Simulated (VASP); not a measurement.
Cs11I12 (a cell with a defect), 23 atoms in the cell. The cell holds a defect, 23 atoms: a = 11.031 Å, b = 11.031 Å, c = 11.031 Å, α = 80.41°, β = 70.53°, γ = 60.00°. 

| Item | Value |
| --- | --- |
| Program | VASP 6.6.1 |
| Task | single point |
| Functional | PBEsol |
| Potentials or basis | VASP PAW PBE potentials, release 64 (Cs_sv, I) |
| Cutoff | 520 eV |
| k mesh | 2 × 2 × 2 |
| Occupations | gaussian, width 0.05 eV |
| Spin | no spin polarisation |
| Dipole correction | no |
| Charge | -1 |
| Further INCAR settings | LREAL = Auto; ALGO = Normal; EDIFF = 1e-06; NBANDS = 108; NELECT = 184.0 |

Potentials or basis: VASP PAW PBE potentials, release 64 (Cs_sv, I).

Command:

```console
$ cat potpaw_PBE.64/Cs_sv/POTCAR potpaw_PBE.64/I/POTCAR > POTCAR
$ mpirun -np 1 vasp_std > vasp.out
```

Hardware: 1 thread of Intel(R) Xeon(R) 6975P-C (Granite Rapids) (shared host).

Task: Estimate the wall time of this run.

Result: Wall time 14 min on 1 thread of Intel(R) Xeon(R) 6975P-C (Granite Rapids) (shared host), peak memory 1.3 GiB. Counts: scf iterations 16, k points 6.
